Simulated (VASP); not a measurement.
Input of a VASP 6.6.1 run:

Contents of INCAR:

```
PREC = Accurate
ENCUT = 520
EDIFF = 1E-6
ISMEAR = -1
SIGMA = 0.05
LREAL = Auto
LASPH = True
NELM = 60
ALGO = Normal
ISIF = 2
LWAVE = False
LCHARG = True
GGA = CA
LELF = True
LVHAR = True
NBANDS = 164
NELECT = 252.0
```

Contents of KPOINTS:

```
Automatic mesh
0
Gamma
  1 1 1
```

The input POSCAR:

```
Si62As
1.0
   10.8600000000      0.0000000000      0.0000000000
    0.0000000000     10.8600000000      0.0000000000
    0.0000000000      0.0000000000     10.8600000000
Si As
62 1
Direct
    0.5008449355     -0.0010418048      0.0027828729
    0.6274985267      0.1176561694      0.1323335175
    0.7491350829      0.2479127072      0.0022100368
    0.8760765193      0.3753868324      0.1242687845
    0.7539021179     -0.0090871087      0.2592360958
    0.8757163904      0.1253294659      0.3754790055
    0.0003191529      0.0018733886     -0.0006260589
    0.1269420810      0.1241360958      0.1259447514
    0.2496270718      0.2502478821     -0.0001627993
    0.3760955801      0.3724235727      0.1262743094
    0.4977584715      0.4994689687     -0.0001846225
    0.6250860958      0.6251178637      0.1251433702
    0.7498749540      0.7500755064     -0.0003562615
    0.8756149171      0.8744497238      0.1249161142
    0.2517785451     -0.0008615101      0.2509122468
    0.3796260589      0.1197824125      0.3775437385
    0.5008862799      0.2470680479      0.2511460405
    0.6245674033      0.3744965009      0.3747425414
    0.7484728361      0.5005421731      0.2494476059
    0.8672650092      0.6326451197      0.3708063536
    0.5060430939     -0.0063307551      0.5032684162
    0.6250263352      0.1250439227      0.6252081031
    0.7498523020      0.2503146409      0.5000122468
    0.8734869245      0.3777144567      0.6237846225
    0.7485707182      0.0009302947      0.7496742173
    0.8761922652      0.1258069982      0.8749370166
   -0.0016325967      0.5015226519     -0.0028540516
    0.1248871087      0.6230645488      0.1242489871
    0.2494712707      0.7501864641     -0.0003193370
    0.3788364641      0.8725568140      0.1294039595
    0.0003438306      0.2508308471      0.2479999079
    0.1237413444      0.3762063536      0.3755033149
    0.2498237569      0.4994469613      0.2484498158
    0.3750099448      0.6252052486      0.3757804788
    0.5048599448      0.7468923573      0.2552813996
   -0.0001955801      0.0012197053      0.4992271639
    0.1250508287      0.1258337017      0.6269872928
    0.2501679558      0.2497454880      0.4997578269
    0.3739848066      0.3755444751      0.6265311234
    0.4996383057      0.5005133517      0.4989300184
    0.6208523941      0.6294114180      0.6205978821
    0.8662587477      0.8795940147      0.6163438306
    0.2497845304      0.0015394107      0.7506054328
    0.3760277164      0.1238857274      0.8775579190
    0.4976544199      0.2504286372      0.7505951197
    0.6248836096      0.3743168508      0.8757755985
    0.7467942910      0.5038926335      0.7460595764
    0.8734000000      0.6263798343      0.8720800184
   -0.0002910681      0.7507896869      0.2491700737
    0.1248234807      0.8752732965      0.3748714549
   -0.0066507366      0.5060755064      0.4969465930
    0.1211798343      0.6264536832      0.6236117864
    0.2489498158      0.7499439227      0.5001683241
    0.3750553407      0.8742089319      0.6250355433
   -0.0015145488      0.2527964088      0.7486979742
    0.1247718232      0.3750968692      0.8750217311
    0.2466269797      0.5016801105      0.7484132597
    0.3739804788      0.6233933702      0.8746189687
    0.4996360958      0.7509839779      0.7496226519
    0.6246222836      0.8753454880      0.8754437385
   -0.0074185083      0.7531975138      0.7430954880
    0.1230686924      0.8744418048      0.8732133517
    0.6901817680      0.8147852670      0.4366694291
```

Potentials or basis: VASP PAW LDA potentials, release 64 (Si, As).

Run with:

```bash
$ cat potpaw_LDA.64/Si/POTCAR potpaw_LDA.64/As/POTCAR > POTCAR
$ mpirun -np 1 vasp_gam > vasp.out
```

Q: Predict the largest force.

A: 0.021 eV/Å.

Forces on the atoms (eV/Å):
```
Si   0.004 -0.003  0.005
Si  -0.002 -0.004  0.004
Si  -0.003 -0.003  0.002
Si  -0.004 -0.001 -0.003
Si  -0.007  0.014 -0.014
Si   0.001 -0.001  0.012
Si  -0.003 -0.006  0.001
Si   0.000 -0.002  0.002
Si   0.005 -0.007  0.008
Si  -0.001  0.002 -0.002
Si   0.013  0.005  0.005
Si   0.002 -0.008 -0.004
Si  -0.005  0.006 -0.013
Si  -0.001 -0.008  0.001
Si   0.004 -0.003  0.004
Si   0.001  0.001 -0.006
Si   0.004 -0.004  0.003
Si   0.005 -0.005  0.002
Si  -0.002 -0.003 -0.005
Si   0.000 -0.001  0.011
Si   0.002  0.000 -0.002
Si   0.004  0.001  0.004
Si  -0.005  0.014 -0.004
Si  -0.003  0.000 -0.003
Si  -0.005  0.003  0.003
Si  -0.001  0.002  0.003
Si   0.000  0.001  0.002
Si  -0.001  0.004  0.005
Si  -0.001  0.000  0.005
Si   0.000  0.008 -0.001
Si  -0.005 -0.001  0.004
Si  -0.008  0.004 -0.004
Si   0.004  0.002  0.014
Si  -0.002 -0.008  0.001
Si   0.005  0.000  0.003
Si   0.000  0.002 -0.009
Si   0.001 -0.003 -0.001
Si   0.003 -0.009 -0.003
Si   0.000  0.001 -0.009
Si  -0.009 -0.005  0.000
Si   0.009  0.012 -0.011
Si   0.002 -0.015  0.004
Si   0.003 -0.012  0.000
Si   0.000  0.001 -0.002
Si   0.011 -0.004 -0.005
Si  -0.008  0.004 -0.005
Si   0.009 -0.001  0.002
Si  -0.002  0.003  0.001
Si   0.000  0.008 -0.004
Si   0.010 -0.005  0.004
Si   0.001  0.002  0.007
Si   0.002  0.001 -0.001
Si  -0.008  0.005 -0.003
Si  -0.002 -0.002  0.005
Si  -0.002 -0.001 -0.002
Si  -0.008  0.009 -0.010
Si   0.003 -0.001  0.001
Si   0.002  0.009 -0.002
Si  -0.010  0.002  0.005
Si   0.005 -0.002  0.006
Si  -0.001 -0.004 -0.002
Si  -0.007  0.003 -0.004
As   0.000  0.006 -0.005
```

Caveat: the k points lie up to 0.58 Å⁻¹ apart; the cell carries a net charge on a neutralising background, which shifts energy and pressure.
